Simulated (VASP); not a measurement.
# Br (Ia-3d) in VASP: further runs

Br is run at these levels: PBE; tasks: single point, relaxation of cell and atoms.

All numbers are computed with VASP 6.6.1; they aren't measurements. Logs are shortened: lines on timing, memory, paths and dates and some standing lists are left out, and cuts for length are marked.

### 1 The cell of the first run

Symmetry: Ia-3d, No. 230, cubic system. Conventional cell: a = 8.245 Å, b = 8.245 Å, c = 8.245 Å, α = 90.00°, β = 90.00°, γ = 90.00°. Br (site symmetry 32) has 5 Br at 2.92 to 3.57 Å within 3.8 Å.

### 2 Single point, PBE

File INCAR:

```
SYSTEM = Br
  PREC = Accurate
  ENCUT = 520
  EDIFF = 1E-6
  ISMEAR = 0
  SIGMA = 0.1
  LREAL = .FALSE.
  LASPH = .TRUE.
  NELM = 80
  ALGO = Fast
  ISIF = 2
  LWAVE = .FALSE.
  LCHARG = .FALSE.
  GGA = PE
  NBANDS = 38
```

File KPOINTS:

```
Automatic mesh
0
G
  6 6 6
  0 0 0
```

File POSCAR:

```
Br
1.0
   -4.1225383645      4.1225383645      4.1225383645
    4.1225383645     -4.1225383645      4.1225383645
    4.1225383645      4.1225383645     -4.1225383645
Br
8
Direct
    0.2500000000      0.2500000000      0.2500000000
    0.5000000000      0.0000000000      0.2500000000
    0.2500000000      0.5000000000      0.0000000000
    0.0000000000      0.2500000000      0.5000000000
    0.7500000000      0.7500000000      0.7500000000
    0.5000000000      0.0000000000      0.7500000000
    0.7500000000      0.5000000000      0.0000000000
    0.0000000000      0.7500000000      0.5000000000
```

Potentials or basis: VASP PAW PBE potentials, release 64 (Br).

Launch:

```sh
$ cat potpaw_PBE.64/Br/POTCAR > POTCAR
$ mpirun -np 1 vasp_std > vasp.out
```

OUTCAR:

```text
SYSTEM = Br
   PREC = Accurate
   ENCUT = 520
   EDIFF = 1E-6
   ISMEAR = 0
   LREAL = .FALSE.
   LASPH = .TRUE.
   NELM = 80
   ISIF = 2
   GGA = PE

 ion  position               nearest neighbor table
   1  0.250  0.250  0.250-
   2  0.500  0.000  0.250-
   3  0.250  0.500  0.000-
   4  0.000  0.250  0.500-
   5  0.750  0.750  0.750-
   6  0.500  0.000  0.750-
   7  0.750  0.500  0.000-
   8  0.000  0.750  0.500-

  LATTYP: Found a body centered cubic cell.
 ALAT       =     8.2450767290

  Lattice vectors:

 A1 = (  -4.1225383645,   4.1225383645,   4.1225383645)
 A2 = (   4.1225383645,  -4.1225383645,   4.1225383645)
 A3 = (   4.1225383645,   4.1225383645,  -4.1225383645)

Analysis of symmetry for initial positions (statically):
=====================================================================
 Subroutine PRICEL returns:
 Original cell was already a primitive cell.

 Routine SETGRP: Setting up the symmetry group for a
 body centered cubic supercell.

 Subroutine GETGRP returns: Found 48 space group operations
 (whereof  6 operations were pure point group operations)
 out of a pool of 48 trial point group operations.

The static configuration has the point symmetry S_6 .
 The point group associated with its full space group is O_h .

Analysis of symmetry for dynamics (positions and initial velocities):
=====================================================================
 Subroutine PRICEL returns:
 Original cell was already a primitive cell.

 Routine SETGRP: Setting up the symmetry group for a
 body centered cubic supercell.

 Subroutine GETGRP returns: Found 48 space group operations
 (whereof  6 operations were pure point group operations)
 out of a pool of 48 trial point group operations.

The dynamic configuration has the point symmetry S_6 .
 The point group associated with its full space group is O_h .

 Subroutine INISYM returns: Found 48 space group operations
 (whereof  6 operations are pure point group operations),
 and found     1 'primitive' translations
[... 94 lines left out ...]
   LSORBIT =      F    spin-orbit coupling
   LASPH  =      T    aspherical Exc in radial PAW
   ENCUT  =  520.0 eV  38.22 Ry    6.18 a.u.  13.28 13.28 13.28*2*pi/ulx,y,z
   NELM   =     80;   NELMIN=  2; NELMDL= -5     # of ELM steps
   EDIFF  = 0.1E-05   stopping-criterion for ELM
   LREAL  =      F    real-space projection
   EDIFFG = 0.1E-04   stopping-criterion for IOM
   NSW    =      0    number of steps for IOM
   IBRION =     -1    ionic relax: 0-MD 1-quasi-New 2-CG
   NFREE  =      0    steps in history (QN), initial steepest desc. (CG)
   ISIF   =      2    stress and relaxation
   ISYM   =      2    0-nonsym 1-usesym 2-fastsym
   POTIM  = 0.5000    time-step for ionic-motion
   TEBEG  =    0.0;   TEEND  =   0.0 temperature during run
   PSTRESS=    0.0 pullay stress
   NELECT =      56.0000    total number of electrons
   NUPDOWN=      -1.0000    fix difference up-down
   EMIN   =  10.00;   EMAX   =-10.00  energy-range for DOS
   EFERMI =   0.00;   METHOD = LEGACY
   ISMEAR =     0;   SIGMA  =   0.10  broadening in eV -4-tet -1-fermi 0-gaus
   EFERMI_NEDOS =   21; number of points for ismear=-14 and -15
   IALGO  =     68    algorithm
   IMIX   =      4    mixing-type and parameters
     AMIX     =   0.40;   BMIX     =  1.00
     AMIX_MAG =   1.60;   BMIX_MAG =  1.00
  volume/ion in A,a.u.               =      35.03       236.41
  Fermi-wavevector in a.u.,A,eV,Ry     =   0.957090  1.808638 12.463227  0.916021
  Thomas-Fermi vector in A             =   2.086077
   LORBIT       =      0    0 simple, 1 ext, 2 COOP (PROOUT), +10 PAW based schemes
   GGA     = PE    functional components
   LHFCALC =     F    Hartree Fock is set to
   AEXX    =    0.0000 exact exchange contribution
   IVDW    =     0    specifies the selected vdW correction
   LEPSILON=     F    determine dielectric tensor
   LRPA    =     F    only Hartree local field effects (RPA)
 non-spin polarized calculation
 RMM-DIIS sequential band-by-band and
 Gauss-broadening in eV      SIGMA  =   0.10
  energy-cutoff  :      520.00
  volume of cell :      280.26
 maximum number of plane-waves:      7635
 NGX is ok and might be reduce to    54
   NGX = 27   NGY = 27   NGZ = 27

 number of electron      56.0000022 magnetization

 Free energy of the ion-electron system (eV)
  ---------------------------------------------------
  ext. energy  EPLUGINS =         0.00000000
  ---------------------------------------------------
  free energy    TOTEN  =        -9.53048573 eV

  energy without entropy =       -9.46393854  energy(sigma->0) =       -9.49721214

 E-fermi :   0.0388     XC(G=0):  -7.7595

 val. band max:        0.0214018306   @ k =   0.3333   0.0000   0.0000
 cond. band min:       0.0577032957   @ k =   0.1667   0.1667   0.0000
 fundamental gap:      0.0363014651
 Fermi energy:         0.0388481979

 k-point     1 :       0.0000    0.0000    0.0000
  band No.  band energies     occupation
      1     -15.4188      2.00000
      2     -15.0660      2.00000
      3     -14.1723      2.00000
      4     -14.1723      2.00000
      5     -14.1723      2.00000
      6     -13.9412      2.00000
[... 645 lines left out ...]
     37       8.0149      0.00000
     38       8.0318      0.00000

------------------------ aborting loop because EDIFF is reached ----------------------------------------

  FORCE on cell =-STRESS in cart. coord.  units (eV):
  Direction    XX          YY          ZZ          XY          YZ          ZX
  --------------------------------------------------------------------------------------
  -------------------------------------------------------------------------------------
  Total        0.0768824      0.0768824      0.0768824     -0.0000000     -0.0000000     -0.0000000
  in kB        0.4395251      0.4395251      0.4395251     -0.0000000     -0.0000000     -0.0000000
  external PRESSURE =       0.4395251 kB  Pullay stress =       0.0000000 kB

 VOLUME and BASIS-vectors are now :
 -----------------------------------------------------------------------------
  energy-cutoff  :      520.00
  volume of cell :      280.26
      direct lattice vectors                 reciprocal lattice vectors
    -4.122538365  4.122538365  4.122538365     0.000000000  0.121284499  0.121284499
     4.122538365 -4.122538365  4.122538365     0.121284499  0.000000000  0.121284499
     4.122538365  4.122538365 -4.122538365     0.121284499  0.121284499  0.000000000

 POSITION                                       TOTAL-FORCE (eV/Angst)
 -----------------------------------------------------------------------------------
      1.03063      1.03063      1.03063         0.000000     -0.000000      0.000000
     -1.03063      3.09190      1.03063         0.000000     -0.000000      0.000000
      1.03063     -1.03063      3.09190         0.000000      0.000000     -0.000000
      3.09190      1.03063     -1.03063        -0.000000      0.000000      0.000000
      3.09190      3.09190      3.09190        -0.000000     -0.000000     -0.000000
      1.03063      5.15317     -1.03063        -0.000000      0.000000     -0.000000
     -1.03063      1.03063      5.15317        -0.000000     -0.000000      0.000000
      5.15317     -1.03063      1.03063         0.000000      0.000000     -0.000000
 -----------------------------------------------------------------------------------
    total drift:                                0.000000      0.000000      0.000000

  FREE ENERGIE OF THE ION-ELECTRON SYSTEM (eV)
  ---------------------------------------------------
  free  energy   TOTEN  =        -9.5304857323 eV

  energy  without entropy=       -9.4639385387  energy(sigma->0) =       -9.49721214
```

It took 2.8 min on 1 thread of Oxide Virtual Turin-like, shared host; peak memory 0.38 GiB.

Results:

```
Free energy            : -9.5305 eV
Pressure               : 0.0 GPa
Band gap on the k mesh : zero (bands 28 and 29 overlap by 0.31 eV)
```

Levels at points of the mesh, in eV from the Fermi level:
```csv
k point,band 24,band 25,band 26,band 27,band 28,band 29,band 30,band 31,band 32,band 33
"(0.00, 0.00, 0.00)",-1.04,-1.04,-0.52,0.28,0.28,0.28,0.38,0.38,0.38,5.44
"(0.50, 0.00, 0.00)",-1.02,-0.75,-0.75,-0.34,-0.34,0.03,0.03,0.33,0.33,6.84
"(0.50, 0.50, 0.50)",-1.43,-1.43,-1.43,-1.43,-1.43,0.32,0.32,0.32,0.32,7.97
```

### 3 Relaxation of cell and atoms, PBE

File INCAR:

```
  PREC = Accurate
  ENCUT = 600
  EDIFF = 1E-7
  ISMEAR = 0
  SIGMA = 0.1
  LREAL = False
  LASPH = True
  NELM = 100
  ALGO = Fast
  ISIF = 3
  LWAVE = False
  LCHARG = False
  GGA = PE
  IBRION = 2
  NSW = 100
  EDIFFG = -0.01
```

File KPOINTS:

```
Automatic mesh
0
Gamma
  6 6 6
```

POSCAR is that of step 2.

Potentials or basis: VASP PAW PBE potentials, release 64 (Br).

Launch:

```sh
$ cat potpaw_PBE.64/Br/POTCAR > POTCAR
$ mpirun -np 1 vasp_std > vasp.out
```

Wall time 7.6 min (1 thread of Oxide Virtual Turin-like, shared host); peak memory 0.53 GiB.

The run converged. Its results:

- Free energy: -9.5306 eV
- Relaxed volume: 35.08 Å³/atom
- Relaxed cell: a = 7.144 Å, b = 7.144 Å, c = 7.144 Å, α = 109.47°, β = 109.47°, γ = 109.47°
- Space group after relaxing (to 0.1 Å): Ia-3d (No. 230)
- Energy gained by relaxing: 0.0 meV/atom
- Ionic steps: 2
- Pressure after relaxing: 0.0 GPa
- Band gap on the k mesh: zero (bands 28 and 29 overlap by 0.31 eV)

Final structure:
```
CELL_PARAMETERS angstrom
-4.12453 4.12453 4.12453
4.12453 -4.12453 4.12453
4.12453 4.12453 -4.12453
ATOMIC_POSITIONS crystal
Br 0.25000 0.25000 0.25000
Br 0.50000 0.00000 0.25000
Br 0.25000 0.50000 0.00000
Br 0.00000 0.25000 0.50000
Br 0.75000 0.75000 0.75000
Br 0.50000 0.00000 0.75000
Br 0.75000 0.50000 0.00000
Br 0.00000 0.75000 0.50000
```

Levels at points of the mesh, in eV from the Fermi level:
```
           k point  band 24  band 25  band 26  band 27  band 28  band 29  band 30  band 31  band 32  band 33
(0.00, 0.00, 0.00)    -1.04    -1.04    -0.52     0.28     0.28     0.28     0.38     0.38     0.38     5.44
(0.50, 0.00, 0.00)    -1.02    -0.75    -0.75    -0.33    -0.33     0.03     0.03     0.33     0.33     6.84
(0.50, 0.50, 0.50)    -1.43    -1.43    -1.43    -1.43    -1.43     0.32     0.32     0.32     0.32     7.97
```

The gap in the log of VASP goes by the Fermi energy; the results here count the filled bands.